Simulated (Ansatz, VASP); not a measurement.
# Two plane-wave programs on TaAg3Sn

The input INCAR:

```
SYSTEM = TaAg3Sn
PREC = Accurate
ENCUT = 520
EDIFF = 1E-7
ISMEAR = 0
SIGMA = 0.2371
LREAL = .FALSE.
LASPH = .TRUE.
NELM = 100
ALGO = Normal
ISIF = 2
LWAVE = .FALSE.
LCHARG = .FALSE.
GGA = PE
NBANDS = 37
```

File KPOINTS:

```
regular mesh
0
G
  7 7 7
  0 0 0
```

File POSCAR:

```
TaAg3Sn
1.0
    5.2552770000      0.0000000000      0.0000000000
    0.0000000000      5.2552770000      0.0000000000
    0.0000000000      0.0000000000      5.2552770000
Sn Ag Ta
1 3 1
Direct
    0.5000000000      0.5000000000      0.5000000000
    0.0000000000      0.5000000000      0.5000000000
    0.5000000000      0.0000000000      0.5000000000
    0.5000000000      0.5000000000      0.0000000000
    0.0000000000      0.0000000000      0.0000000000
```

Input for Ansatz:

```yaml
crystal:
  lattice:
    - [5.255277, 0.0, 0.0]
    - [0.0, 5.255277, 0.0]
    - [0.0, 0.0, 5.255277]
  atoms:
    - { symbol: Sn, position: [0.5, 0.5, 0.5] }
    - { symbol: Ag, position: [0.0, 0.5, 0.5] }
    - { symbol: Ag, position: [0.5, 0.0, 0.5] }
    - { symbol: Ag, position: [0.5, 0.5, 0.0] }
    - { symbol: Ta, position: [0.0, 0.0, 0.0] }
  symmetry: { tolerance: 0.0003 }
kpoints:
  mp_grid: { grid: [7, 7, 7], shift: [0, 0, 0] }
  band_path:
    path:
      - [0.0, 0.0, 0.0]
      - [0.0, 0.5, 0.0]
      - [0.5, 0.5, 0.0]
      - [0.0, 0.0, 0.0]
      - [0.5, 0.5, 0.5]
      - [0.0, 0.5, 0.0]
      - [0.5, 0.5, 0.5]
      - [0.5, 0.5, 0.0]
    npoints: 8
magnetization:
  spin_polarized: false
scf:
  occupations: { method: gaussian, width: 0.2371 }
  lower_state_search: "off"
  max_iter: 200
hamiltonian:
  pseudopotentials: { kind: paw }
  xc: pbe
basis:
  ecutwfc: 420
  fft_grid_basis: typed
output:
  forces: true
  stress: true
  eigenvalues: true
  bader: true
  populations: true
  elf: true
  write_potential: true
  volumetric_format: npy
  dos:
    e_range: [-12, 8]
    de: 0.05
    projected: { site_lists: { Ag: [Ag], Sn: [Sn], Ta: [Ta] } }
checkpoint:
  read: saved_state
```

Alike in both runs: task single point; functional PBE; k mesh 7 × 7 × 7; occupations gaussian, width 0.2371 eV; no spin polarisation.

```csv
,VASP,Ansatz
version,VASP 6.6.1,Ansatz 0.2.0
potentials or method,"VASP PAW PBE potentials, release 64 (Sn_d, Ag, Ta_pv), cutoff 520 eV",PAW plane waves
valence electrons in the cell,58,84
```

```csv
,VASP,Ansatz,Ansatz less VASP
pressure (GPa),-5.7,-5.8,-0.06
```

VASP's potentials hold 58 valence electrons a cell and Ansatz's 84, so a difference there can come from the potentials and not from the codes.

Neither program's run includes spin-orbit coupling.
